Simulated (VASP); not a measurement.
Input of a VASP 6.6.1 run:

The input INCAR:

```
  PREC = Accurate
  ENCUT = 600
  EDIFF = 1E-7
  ISMEAR = 1
  SIGMA = 0.1
  LREAL = False
  LASPH = True
  NELM = 60
  ALGO = Normal
  ISIF = 3
  LWAVE = False
  LCHARG = False
  GGA = CA
  IBRION = 2
  NSW = 60
  EDIFFG = -0.02
```

KPOINTS

```
regular mesh
0
Gamma
  8 8 4
```

Contents of POSCAR:

```
TiTe2
1.0
    3.7770000000      0.0000000000      0.0000000000
   -1.8885000000      3.2709780000      0.0000000000
    0.0000000000      0.0000000000      6.4980000000
Ti Te
1 2
Direct
    0.0000000000      0.0000000000      0.0000000000
    0.6666666667      0.3333333333      0.2628000000
    0.3333333333      0.6666666667      0.7372000000
```

Potentials or basis: VASP PAW LDA potentials, release 64 (Ti_sv, Te).

The run is started by

```sh
$ cat potpaw_LDA.64/Ti_sv/POTCAR potpaw_LDA.64/Te/POTCAR > POTCAR
$ mpirun -np 1 vasp_std > vasp.out
```

Task: Predict the space group after relaxing (to 0.05 Å).

Result: P-3m1 (No. 164).

Task: Predict the band gap on the k mesh.

Result: Zero (band 12 reaches 8.16 eV, above the bottom of band 13 at 7.30 eV).

The path:
```
step  energy change (eV)  largest force (eV/Å)  pressure (GPa)  volume (Å³)
   1              0.0000                0.2849           -4.01        80.28
   2             -0.0213                0.7350            3.53        72.75
   3             -0.0594                0.2570           -0.17        75.95
   4             -0.0654                0.1951           -0.13        75.47
   5             -0.0709                0.0397           -0.01        74.31
   6             -0.0731                0.0198           -0.02        74.06
   7             -0.0746                0.0139            0.02        73.66
```

Caveat: spin-orbit coupling is left out, which moves the levels of the heavy elements. Zero-point motion and thermal expansion aren't in these numbers.
